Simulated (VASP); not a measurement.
# BaZrO3 (Pm-3m) in VASP: a series of runs, part 2 of 2

VASP 6.6.1. The steps go on from the part before.

## (3) Single point, LDA

This run uses another cell than the first one, of 14.27 Å³/atom, 1.037 times its volume.

File INCAR:

```
SYSTEM = BaZrO3
ALGO = Normal
EDIFF = 1E-6
ENCUT = 520
ISIF = 2
ISMEAR = 0
LASPH = .True.
LCHARG = .False.
LREAL = .False.
LWAVE = .False.
NBANDS = 28
NELM = 80
PREC = Accurate
SIGMA = 0.01
```

File KPOINTS:

```
k-points
0
Gamma
  4 4 4
  0 0 0
```

File POSCAR:

```
BaZrO3
1.0
    4.1473627058      0.0000000000      0.0000000000
    0.0000000000      4.1473627058      0.0000000000
    0.0000000000      0.0000000000      4.1473627058
Ba Zr O
1 1 3
Direct
    0.0000000000      0.0000000000      0.0000000000
    0.5000000000      0.5000000000      0.5000000000
    0.0000000000      0.5000000000      0.5000000000
    0.5000000000      0.0000000000      0.5000000000
    0.5000000000      0.5000000000      0.0000000000
```

Potentials or basis: VASP PAW LDA potentials, release 64 (Ba_sv, Zr_sv, O).

The run is started by

```bash
> cat potpaw_LDA.64/Ba_sv/POTCAR potpaw_LDA.64/Zr_sv/POTCAR potpaw_LDA.64/O/POTCAR > POTCAR
> mpirun -np 1 vasp_std > vasp.out
```

OUTCAR:

```text
SYSTEM = BaZrO3
   EDIFF = 1E-6
   ENCUT = 520
   ISIF = 2
   ISMEAR = 0
   LASPH = .True.
   LREAL = .False.
   NELM = 80
   PREC = Accurate

 ion  position               nearest neighbor table
   1  0.000  0.000  0.000-   3 2.93   4 2.93   5 2.93   3 2.93   4 2.93   3 2.93   5 2.93   3 2.93
                             4 2.93   5 2.93   4 2.93   5 2.93   2 3.59   2 3.59   2 3.59   2 3.59
   2  0.500  0.500  0.500-   3 2.07   4 2.07   5 2.07   5 2.07   4 2.07   3 2.07   1 3.59   1 3.59
                             1 3.59   1 3.59   1 3.59   1 3.59   1 3.59   1 3.59
   3  0.000  0.500  0.500-   2 2.07   2 2.07   1 2.93   1 2.93   1 2.93   1 2.93
   4  0.500  0.000  0.500-   2 2.07   2 2.07   1 2.93   1 2.93   1 2.93   1 2.93
   5  0.500  0.500  0.000-   2 2.07   2 2.07   1 2.93   1 2.93   1 2.93   1 2.93

  LATTYP: Found a simple cubic cell.
 ALAT       =     4.1473627058

  Lattice vectors:

 A1 = (   4.1473627058,   0.0000000000,   0.0000000000)
 A2 = (   0.0000000000,   4.1473627058,   0.0000000000)
 A3 = (   0.0000000000,   0.0000000000,   4.1473627058)

Analysis of symmetry for initial positions (statically):
=====================================================================
[... 167 lines left out ...]
 cond. band min:       6.8324272441   @ k =   0.0000   0.0000   0.0000
 fundamental gap:      3.1259831214
 Fermi energy:         3.8684312132

 k-point     1 :       0.0000    0.0000    0.0000
  band No.  band energies     occupation
      1     -42.7711      2.00000
      2     -21.3391      2.00000
      3     -21.1551      2.00000
      4     -21.1551      2.00000
      5     -21.1551      2.00000
      6     -12.4043      2.00000
[... 299 lines left out ...]
     27      13.0883      0.00000
     28      13.0883      0.00000

------------------------ aborting loop because EDIFF is reached ----------------------------------------

  FORCE on cell =-STRESS in cart. coord.  units (eV):
  Direction    XX          YY          ZZ          XY          YZ          ZX
  --------------------------------------------------------------------------------------
  -------------------------------------------------------------------------------------
  Total        0.6914384      0.6914384      0.6914384     -0.0000000     -0.0000000      0.0000000
  in kB       15.5291614     15.5291614     15.5291614     -0.0000000     -0.0000000      0.0000000
  external PRESSURE =      15.5291614 kB  Pullay stress =       0.0000000 kB

 VOLUME and BASIS-vectors are now :
 -----------------------------------------------------------------------------
  energy-cutoff  :      520.00
  volume of cell :       71.34
      direct lattice vectors                 reciprocal lattice vectors
     4.147362706  0.000000000  0.000000000     0.241117084  0.000000000  0.000000000
     0.000000000  4.147362706  0.000000000     0.000000000  0.241117084  0.000000000
     0.000000000  0.000000000  4.147362706     0.000000000  0.000000000  0.241117084

 POSITION                                       TOTAL-FORCE (eV/Angst)
 -----------------------------------------------------------------------------------
      0.00000      0.00000      0.00000         0.000000      0.000000      0.000000
      2.07368      2.07368      2.07368         0.000000      0.000000      0.000000
      0.00000      2.07368      2.07368         0.000000      0.000000      0.000000
      2.07368      0.00000      2.07368         0.000000      0.000000      0.000000
      2.07368      2.07368      0.00000         0.000000      0.000000      0.000000
 -----------------------------------------------------------------------------------
    total drift:                                0.000000     -0.000000     -0.000000

  FREE ENERGIE OF THE ION-ELECTRON SYSTEM (eV)
  ---------------------------------------------------
  free  energy   TOTEN  =       -45.7271312238 eV

  energy  without entropy=      -45.7271312238  energy(sigma->0) =      -45.72713122
```

OSZICAR:

```text
N       E                     dE             d eps       ncg     rms          rms(c)
DAV:   1     0.296610396175E+03    0.29661E+03   -0.22468E+04   560   0.142E+03
DAV:   2    -0.334618142667E+02   -0.33007E+03   -0.32081E+03   688   0.355E+02
DAV:   3    -0.525599082137E+02   -0.19098E+02   -0.19030E+02   916   0.780E+01
DAV:   4    -0.530409770540E+02   -0.48107E+00   -0.48022E+00   728   0.102E+01
DAV:   5    -0.530507785956E+02   -0.98015E-02   -0.98010E-02   804   0.113E+00    0.311E+01
DAV:   6    -0.459682176549E+02    0.70826E+01   -0.37030E+01   656   0.377E+01    0.142E+01
DAV:   7    -0.457938626214E+02    0.17436E+00   -0.27703E+00   776   0.909E+00    0.855E+00
DAV:   8    -0.457313744609E+02    0.62488E-01   -0.29449E-01   652   0.380E+00    0.627E-01
DAV:   9    -0.457275389397E+02    0.38355E-02   -0.44742E-02   776   0.114E+00    0.479E-01
DAV:  10    -0.457274100206E+02    0.12892E-03   -0.11404E-02   748   0.839E-01    0.204E-01
DAV:  11    -0.457271341852E+02    0.27584E-03   -0.16797E-03   684   0.330E-01    0.293E-02
DAV:  12    -0.457271338443E+02    0.34090E-06   -0.10817E-04   728   0.669E-02    0.291E-02
DAV:  13    -0.457271312133E+02    0.26310E-05   -0.10585E-05   688   0.222E-02    0.290E-03
DAV:  14    -0.457271312238E+02   -0.10518E-07   -0.71399E-07   372   0.696E-03
   1 F= -.45727131E+02 E0= -.45727131E+02  d E =-.291236-117
```

stdout:

```text
POSCAR found type information on POSCAR BaZrO
 POSCAR found :  3 types and       5 ions
 scaLAPACK will be used
 LDA part: xc-table for (Slater(with rela. corr.)+CA(PZ))
 , standard interpolation
 POSCAR, INCAR and KPOINTS ok, starting setup
 FFT: planning ... GRIDC
 FFT: planning ... GRID_SOFT
 FFT: planning ... GRID
 WAVECAR not read
 entering main loop
```

Run time: 18 s. Hardware: 1 thread of AMD EPYC 7R43 (Zen 3), shared host; peak memory 0.13 GiB.

Results:

| Item | Value |
| --- | --- |
| Free energy | -45.7271 eV |
| Pressure | 1.6 GPa |
| Band gap on the k mesh | 3.13 eV, indirect (least direct gap 3.30 eV) |

Levels at points of the mesh, in eV from the valence-band top:
| k point | band 18 | band 19 | band 20 | band 21 | band 22 | band 23 |
| --- | --- | --- | --- | --- | --- | --- |
| (0.00, 0.00, 0.00) | -0.18 | -0.18 | -0.18 | 3.13 | 3.13 | 3.13 |
| (0.50, 0.00, 0.00) | -1.81 | -0.40 | -0.40 | 3.61 | 5.86 | 5.86 |
| (0.50, 0.50, 0.00) | -0.93 | -0.70 | -0.08 | 5.82 | 5.82 | 6.57 |
| (0.50, 0.50, 0.50) | 0.00 | 0.00 | 0.00 | 6.03 | 6.03 | 6.03 |

Caveat: spin-orbit coupling is left out, which moves the levels of the heavy elements.
